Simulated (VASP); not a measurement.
A run of VASP 6.6.1:

INCAR

```
SYSTEM = Ta4C
PREC = Accurate ; ENCUT = 520
EDIFF = 1E-6 ; ISMEAR = 0
SIGMA = 0.1 ; LREAL = .FALSE.
LASPH = .TRUE. ; NELM = 80
ALGO = Normal ; ISIF = 2
LWAVE = .FALSE. ; LCHARG = .TRUE.
LDIPOL = .TRUE. ; IDIPOL = 3
DIPOL = 0.5 0.5 0.360 ; GGA = PE
LELF = .TRUE. ; LVHAR = .TRUE.
LVACPOTAV = .TRUE. ; NBANDS = 32
```

Contents of KPOINTS:

```
Automatic mesh
0
G
  8 8 1
  0 0 0
```

Contents of POSCAR:

```
Ta4C
1.0
    3.3189671341      0.0000000000      0.0000000000
    0.0000000000      3.3189671341      0.0000000000
    0.0000000000      0.0000000000     20.2996559613
Ta C
4 1
Direct
    0.5000000000      0.5000000000      0.1970476745
    0.0000000000      0.0000000000      0.2787970189
    0.5000000000      0.5000000000      0.3599139055
    0.0000000000      0.0000000000      0.4334879359
    0.0000000000      0.0000000000      0.5290606710
```

Potentials or basis: VASP PAW PBE potentials, release 64 (Ta_pv, C).

Run with:

```console
$ cat potpaw_PBE.64/Ta_pv/POTCAR potpaw_PBE.64/C/POTCAR > POTCAR
$ mpirun -np 1 vasp_std > vasp.out
```

Hardware: 1 thread of Intel(R) Xeon(R) 6975P-C (Granite Rapids), with other jobs on the host.

Question: How long does it take, and how much memory?

Answer: It took 2.4 min on 1 thread of Intel(R) Xeon(R) 6975P-C (Granite Rapids), on a shared host, peak memory 0.38 GiB. Counts: scf iterations 30, k points 15.
